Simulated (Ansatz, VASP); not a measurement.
# LiNbO3 in VASP and in Ansatz

```
CELL_PARAMETERS angstrom
2.45754 1.41886 5.19279
-2.45754 1.41886 5.19279
0.00000 -2.83773 5.19279
ATOMIC_POSITIONS crystal
Li 0.25000 0.25000 0.25000
Li 0.75000 0.75000 0.75000
Nb 0.00000 0.00000 0.00000
Nb 0.50000 0.50000 0.50000
O 0.15905 0.34095 0.75000
O 0.75000 0.15905 0.34095
O 0.34095 0.75000 0.15905
O 0.84095 0.65905 0.25000
O 0.25000 0.84095 0.65905
O 0.65905 0.25000 0.84095
```

Alike in both runs: task single point; functional PBE; k mesh 6 × 6 × 6; occupations gaussian, width 0.05 eV; no spin polarisation.

```csv
,VASP,Ansatz
version,VASP 6.6.1,Ansatz 0.2.0
potentials or method,"VASP PAW PBE potentials, release 64 (Li_sv, Nb_sv, O), cutoff 520 eV","scalar-relativistic, plane waves, PAW"
valence electrons in the cell,68,68
```

|  | VASP | Ansatz | Ansatz less VASP |
| --- | --- | --- | --- |
| gap on the k mesh at the Fermi level (eV) | 1.68 | 1.71 | +0.022 |
| least direct gap on the mesh (eV) | 1.81 | 1.83 | +0.023 |
| rms of the force components (eV/Å) | 0.500 | 0.508 | +0.0076 |

Atom by atom the forces differ by 0.008 eV/Å (rms over components).

Noted on VASP's run: the cutoff is under 1.25 times that of the potentials, so the pressure is a little rough.
